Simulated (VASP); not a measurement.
# Si2Ni (Fm-3m) in VASP: further runs

Si2Ni is run at these levels: PBE+D3(BJ), PBE+D4; tasks: single point.

All numbers are computed with VASP 6.6.1; they aren't measurements. Logs are shortened: lines on timing, memory, paths and dates and some standing lists are left out, and cuts for length are marked.

### Step 1. The cell of the first run

Symmetry: Fm-3m, No. 225, cubic system. Conventional cell: a = 5.395 Å, b = 5.395 Å, c = 5.395 Å, α = 90.00°, β = 90.00°, γ = 90.00°. Within 3.1 Å of Si (site symmetry -43m) lie 4 Ni at 2.34 Å and 6 Si at 2.70 Å. Within 3.1 Å of Ni (site symmetry m-3m) lie 8 Si at 2.34 Å.

### Step 2. Single point, PBE+D3(BJ), collinear spin

File INCAR:

```
SYSTEM = Si2Ni
PREC     = Accurate       ! precision mode
ENCUT    = 520            ! plane-wave cutoff, eV
EDIFF    = 1E-7           ! SCF threshold, eV
ISMEAR   = 0              ! smearing method
SIGMA    = 0.05           ! smearing width, eV
LREAL    = .FALSE.        ! projectors in reciprocal space
LASPH    = .TRUE.         ! aspherical terms in the spheres
NELM     = 150            ! most SCF steps
ALGO     = Normal         ! electronic algorithm
ISIF     = 2              ! what is computed and relaxed
LWAVE    = .FALSE.        ! write WAVECAR
LCHARG   = .FALSE.        ! write CHGCAR
ISPIN    = 2              ! spin polarisation
MAGMOM   = 0 0 0.05       ! initial moments
LORBIT   = 11             ! projections on sites
LMAXMIX  = 4              ! l up to which the mixer works
GGA      = PE             ! functional
IVDW     = 12             ! dispersion correction
NBANDS   = 20             ! bands
```

File KPOINTS:

```
Automatic mesh
0
G
  8 8 8
  0 0 0
```

File POSCAR:

```
Si2Ni
1.0
    0.0000000000      2.6975011173      2.6975011173
    2.6975011173      0.0000000000      2.6975011173
    2.6975011173      2.6975011173      0.0000000000
Si Ni
2 1
Direct
    0.2500000000      0.2500000000      0.2500000000
    0.7500000000      0.7500000000      0.7500000000
    0.0000000000      0.0000000000      0.0000000000
```

Potentials or basis: VASP PAW PBE potentials, release 64 (Si, Ni).

Started as:

```console
$ cat potpaw_PBE.64/Si/POTCAR potpaw_PBE.64/Ni/POTCAR > POTCAR
$ mpirun -np 1 vasp_std > vasp.out
```

OUTCAR:

```text
SYSTEM = Si2Ni
   PREC = Accurate
   ENCUT = 520
   EDIFF = 1E-7
   ISMEAR = 0
   LREAL = .FALSE.
   LASPH = .TRUE.
   NELM = 150
   ISIF = 2
   ISPIN = 2
   LORBIT = 11
   GGA = PE
   IVDW = 12
 IVDW          = 12

 ion  position               nearest neighbor table
   1  0.250  0.250  0.250-   3 2.34   3 2.34   3 2.34   3 2.34   2 2.70   2 2.70   2 2.70   2 2.70
                             2 2.70   2 2.70
   2  0.750  0.750  0.750-   3 2.34   3 2.34   3 2.34   3 2.34   1 2.70   1 2.70   1 2.70   1 2.70
                             1 2.70   1 2.70
   3  0.000  0.000  0.000-   2 2.34   2 2.34   2 2.34   1 2.34   2 2.34   1 2.34   1 2.34   1 2.34

  LATTYP: Found a face centered cubic cell.
 ALAT       =     5.3950022346

  Lattice vectors:

 A1 = (   0.0000000000,   2.6975011173,   2.6975011173)
 A2 = (   2.6975011173,   0.0000000000,   2.6975011173)
 A3 = (   2.6975011173,   2.6975011173,   0.0000000000)

Analysis of symmetry for initial positions (statically):
=====================================================================
 Subroutine PRICEL returns:
 Original cell was already a primitive cell.

 Routine SETGRP: Setting up the symmetry group for a
 face centered cubic supercell.

 Subroutine GETGRP returns: Found 48 space group operations
 (whereof 48 operations were pure point group operations)
 out of a pool of 48 trial point group operations.

The static configuration has the point symmetry O_h .

Analysis of symmetry for dynamics (positions and initial velocities):
=====================================================================
 Subroutine PRICEL returns:
 Original cell was already a primitive cell.

 Routine SETGRP: Setting up the symmetry group for a
 face centered cubic supercell.

 Subroutine GETGRP returns: Found 48 space group operations
 (whereof 48 operations were pure point group operations)
 out of a pool of 48 trial point group operations.

The dynamic configuration has the point symmetry O_h .

Analysis of structural, dynamic, and magnetic symmetry:
=====================================================================
 Subroutine PRICEL returns:
 Original cell was already a primitive cell.

 Routine SETGRP: Setting up the symmetry group for a
 face centered cubic supercell.

 Subroutine GETGRP returns: Found 48 space group operations
 (whereof 48 operations were pure point group operations)
 out of a pool of 48 trial point group operations.

The overall configuration has the point symmetry O_h .

 Subroutine INISYM returns: Found 48 space group operations
 (whereof 48 operations are pure point group operations),
 and found     1 'primitive' translations

----------------------------------------------------------------------------------------

                                     Primitive cell

  volume of cell :      39.2568

  direct lattice vectors                    reciprocal lattice vectors
     0.000000000  2.697501117  2.697501117    -0.185356735  0.185356735  0.185356735
     2.697501117  0.000000000  2.697501117     0.185356735 -0.185356735  0.185356735
     2.697501117  2.697501117  0.000000000     0.185356735  0.185356735 -0.185356735

  length of vectors
     3.814842665  3.814842665  3.814842665     0.321047283  0.321047283  0.321047283

  position of ions in fractional coordinates (direct lattice)
     0.250000000  0.250000000  0.250000000
     0.750000000  0.750000000  0.750000000
     0.000000000  0.000000000  0.000000000

  ion indices of the primitive-cell ions
   primitive index   ion index
                 1           1
                 2           2
                 3           3

----------------------------------------------------------------------------------------

 KPOINTS: Automatic mesh

Automatic generation of k-mesh.
 Grid dimensions read from file:
 generate k-points for:    8    8    8

 Generating k-lattice:

  Cartesian coordinates                     Fractional coordinates (reciprocal lattice)
    -0.023169592  0.023169592  0.023169592     0.125000000  0.000000000  0.000000000
     0.023169592 -0.023169592  0.023169592     0.000000000  0.125000000  0.000000000
     0.023169592  0.023169592 -0.023169592     0.000000000  0.000000000  0.125000000

  Length of vectors
     0.040130910  0.040130910  0.040130910

  Shift w.r.t. Gamma in fractional coordinates (k-lattice)
     0.000000000  0.000000000  0.000000000

 Subroutine IBZKPT returns following result:
 ===========================================

 Found     29 irreducible k-points:

 Following reciprocal coordinates:
            Coordinates               Weight
  0.000000  0.000000  0.000000      1.000000
  0.125000  0.000000  0.000000      8.000000
  0.250000  0.000000  0.000000      8.000000
  0.375000  0.000000  0.000000      8.000000
  0.500000  0.000000  0.000000      4.000000
  0.125000  0.125000  0.000000      6.000000
[... 16 lines left out ...]
  0.500000  0.250000  0.125000     48.000000
 -0.375000  0.250000  0.125000     24.000000
 [... further k-points ...]
   k-points           NKPTS =     29   k-points in BZ     NKDIM =     29   number of bands    NBANDS=     20
   number of dos      NEDOS =    301   number of ions     NIONS =      3
   total plane-waves  NPLWV =  21952
   dimension x,y,z NGX =    28 NGY =   28 NGZ =   28
   dimension x,y,z NGXF=    56 NGYF=   56 NGZF=   56
   ions per type =               2   1
   NGX,Y,Z   is equivalent  to a cutoff of  12.20, 12.20, 12.20 a.u.
   NGXF,Y,Z  is equivalent  to a cutoff of  24.40, 24.40, 24.40 a.u.
 SYSTEM =  Si2Ni
   PREC   = accura    normal or accurate (medium, high low for compatibility)
   ISTART =      0    job   : 0-new  1-cont  2-samecut
   ICHARG =      2    charge: 1-file 2-atom 10-const
   ISPIN  =      2    spin polarized calculation?
   LNONCOLLINEAR =      F non collinear calculations
   LSORBIT =      F    spin-orbit coupling
   LASPH  =      T    aspherical Exc in radial PAW
   ENCUT  =  520.0 eV  38.22 Ry    6.18 a.u.   7.09  7.09  7.09*2*pi/ulx,y,z
   NELM   =    150;   NELMIN=  2; NELMDL= -5     # of ELM steps
   EDIFF  = 0.1E-06   stopping-criterion for ELM
   LREAL  =      F    real-space projection
   EDIFFG = 0.1E-05   stopping-criterion for IOM
   NSW    =      0    number of steps for IOM
   IBRION =     -1    ionic relax: 0-MD 1-quasi-New 2-CG
   NFREE  =      0    steps in history (QN), initial steepest desc. (CG)
   ISIF   =      2    stress and relaxation
   ISYM   =      2    0-nonsym 1-usesym 2-fastsym
   POTIM  = 0.5000    time-step for ionic-motion
   TEBEG  =    0.0;   TEEND  =   0.0 temperature during run
   PSTRESS=    0.0 pullay stress
   NELECT =      18.0000    total number of electrons
   NUPDOWN=      -1.0000    fix difference up-down
   EMIN   =  10.00;   EMAX   =-10.00  energy-range for DOS
   EFERMI =   0.00;   METHOD = LEGACY
   ISMEAR =     0;   SIGMA  =   0.05  broadening in eV -4-tet -1-fermi 0-gaus
   EFERMI_NEDOS =   21; number of points for ismear=-14 and -15
   IALGO  =     38    algorithm
   IMIX   =      4    mixing-type and parameters
     AMIX     =   0.40;   BMIX     =  1.00
     AMIX_MAG =   1.60;   BMIX_MAG =  1.00
  volume/ion in A,a.u.               =      13.09        88.31
  Fermi-wavevector in a.u.,A,eV,Ry     =   1.262391  2.385574 21.682681  1.593632
  Thomas-Fermi vector in A             =   2.395802
   LORBIT       =     11    0 simple, 1 ext, 2 COOP (PROOUT), +10 PAW based schemes
   GGA     = PE    functional components
   LHFCALC =     F    Hartree Fock is set to
   AEXX    =    0.0000 exact exchange contribution
   IVDW    =    12    specifies the selected vdW correction
   LEPSILON=     F    determine dielectric tensor
   LRPA    =     F    only Hartree local field effects (RPA)
 spin polarized calculation
 Gauss-broadening in eV      SIGMA  =   0.05
  energy-cutoff  :      520.00
  volume of cell :       39.26
 maximum number of plane-waves:      1067
   NGX = 15   NGY = 15   NGZ = 15

 number of electron      17.9999996 magnetization       0.0000123

 number of electron      17.9999996 magnetization      -0.0000056

 Free energy of the ion-electron system (eV)
  ---------------------------------------------------
  ext. energy  EPLUGINS =         0.00000000
  ---------------------------------------------------
  free energy    TOTEN  =       -17.34953789 eV

  energy without entropy =      -17.34729806  energy(sigma->0) =      -17.34841797

 E-fermi :  10.4238     XC(G=0): -11.6147

 val. band max:       10.4012478566   @ k =   0.2500   0.0000   0.0000
 cond. band min:      10.4910701147   @ k =   0.3750   0.2500   0.0000
 fundamental gap:      0.0898222581
 Fermi energy:        10.4237867283

 spin component 1

 k-point     1 :       0.0000    0.0000    0.0000
  band No.  band energies     occupation
      1      -3.3662      1.00000
      2       5.2876      1.00000
      3       5.2876      1.00000
      4       5.2876      1.00000
      5       6.9775      1.00000
      6       6.9775      1.00000
[... 12 lines left out ...]
     19      19.7366      0.00000
[... 513 lines left out ...]
      4       5.3048      1.00000
      5       6.2250      1.00000
      6       6.9564      1.00000
[... 12 lines left out ...]
     19      24.6493      0.00000
     20      25.2556      0.00000

 [... further k-points ...]

 spin component 2

 k-point     1 :       0.0000    0.0000    0.0000
  band No.  band energies     occupation
      1      -3.3662      1.00000
      2       5.2876      1.00000
      3       5.2876      1.00000
      4       5.2876      1.00000
      5       6.9775      1.00000
      6       6.9775      1.00000
[... 12 lines left out ...]
     19      19.7366      0.00000
[... 513 lines left out ...]
      4       5.3048      1.00000
      5       6.2250      1.00000
      6       6.9564      1.00000
[... 12 lines left out ...]
     19      24.6493      0.00000
     20      25.2555      0.00000

 [... further k-points ...]

------------------------ aborting loop because EDIFF is reached ----------------------------------------

 Edisp (eV)   -1.34368

 E8    (eV) :    -0.5632

  FORCE on cell =-STRESS in cart. coord.  units (eV):
  Direction    XX          YY          ZZ          XY          YZ          ZX
  --------------------------------------------------------------------------------------
  -------------------------------------------------------------------------------------
  Total      -0.41992    -0.41992    -0.41992    -0.00000    -0.00000     0.00000
  in kB     -17.13795   -17.13795   -17.13795    -0.00000    -0.00000     0.00000
  external pressure =      -17.14 kB  Pullay stress =        0.00 kB

 VOLUME and BASIS-vectors are now :
 -----------------------------------------------------------------------------
  energy-cutoff  :      520.00
  volume of cell :       39.26
      direct lattice vectors                 reciprocal lattice vectors
     0.000000000  2.697501117  2.697501117    -0.185356735  0.185356735  0.185356735
     2.697501117  0.000000000  2.697501117     0.185356735 -0.185356735  0.185356735
     2.697501117  2.697501117  0.000000000     0.185356735  0.185356735 -0.185356735

 POSITION                                       TOTAL-FORCE (eV/Angst)
 -----------------------------------------------------------------------------------
      1.34875      1.34875      1.34875         0.000000      0.000000      0.000000
      4.04625      4.04625      4.04625        -0.000000     -0.000000     -0.000000
      0.00000      0.00000      0.00000        -0.000000      0.000000      0.000000
 -----------------------------------------------------------------------------------
    total drift:                               -0.000000     -0.000000      0.000000

  FREE ENERGIE OF THE ION-ELECTRON SYSTEM (eV)
  ---------------------------------------------------
  free  energy   TOTEN  =       -18.6932145266 eV

  energy  without entropy=      -18.6909746990  energy(sigma->0) =      -18.69209461

 total charge

# of ion       s       p       d       tot
------------------------------------------
    1        0.736   0.851   0.000   1.588
    2        0.736   0.851   0.000   1.588
    3        0.562   0.816   8.445   9.823
--------------------------------------------------
tot          2.035   2.518   8.445  12.999

 magnetization (x)

# of ion       s       p       d       tot
------------------------------------------
    1        0.000   0.000   0.000   0.000
    2        0.000   0.000   0.000   0.000
    3        0.000   0.000   0.000   0.000
--------------------------------------------------
tot          0.000   0.000   0.000   0.000
```

It took 66 s on 1 thread of Intel Xeon 8259CL, shared host; peak memory 0.2 GiB.

What came out:

```yaml
Free_energy: -18.6932 eV
Pressure: -1.7 GPa
Band_gap_on_the_k_mesh: zero (filled and empty bands overlap)
Net_moment: 0.00 μB per cell
Valence_electrons_inside_the_program's_atomic_spheres: Si 1.59; Ni 9.82
Dispersion_energy_per_atom: -0.448 eV
```

### Step 3. Single point, PBE+D4, collinear spin

Changes to INCAR since step 2:

```diff
@@ -18,3 +18,3 @@
 GGA      = PE             ! functional
-IVDW     = 12             ! dispersion correction
+IVDW     = 13             ! dispersion correction
 NBANDS   = 20             ! bands
```

File KPOINTS:

```
regular mesh
0
G
  8 8 8
  0 0 0
```

POSCAR is that of step 2.

Potentials or basis: VASP PAW PBE potentials, release 64 (Si, Ni).

Started as:

```console
$ cat potpaw_PBE.64/Si/POTCAR potpaw_PBE.64/Ni/POTCAR > POTCAR
$ mpirun -np 1 vasp_std > vasp.out
```

Run time: 59 s. Hardware: 1 thread of Intel Xeon 8259CL, shared host; peak memory 0.19 GiB.

Results (log left out):

| Quantity | Value |
| --- | --- |
| Free energy | -18.7268 eV |
| Pressure | -1.5 GPa |
| Band gap on the k mesh | zero (filled and empty bands overlap) |
| Net moment | 0.00 μB per cell |
| Valence electrons inside the program's atomic spheres | Si 1.59; Ni 9.82 |
| Dispersion energy per atom | -0.459 eV |

Levels at points of the mesh, in eV from the Fermi level:
Spin up:
```csv
k point,band 6,band 7,band 8,band 9,band 10,band 11,band 12,band 13
"(0.00, 0.00, 0.00)",-3.45,-0.13,1.81,1.81,1.81,2.39,2.39,2.39
"(0.50, 0.00, 0.00)",-3.26,-3.26,-1.34,-1.34,1.92,1.92,1.92,2.76
"(0.50, 0.50, 0.00)",-3.53,-3.53,-3.36,-3.04,-0.32,1.51,7.85,8.47
```
Spin down:
| k point | band 7 | band 8 | band 9 | band 10 | band 11 | band 12 |
| --- | --- | --- | --- | --- | --- | --- |
| (0.00, 0.00, 0.00) | -0.13 | 1.81 | 1.81 | 1.81 | 2.39 | 2.39 |
| (0.50, 0.00, 0.00) | -3.26 | -1.34 | -1.34 | 1.92 | 1.92 | 1.92 |
| (0.50, 0.50, 0.00) | -3.53 | -3.36 | -3.04 | -0.32 | 1.51 | 7.85 |
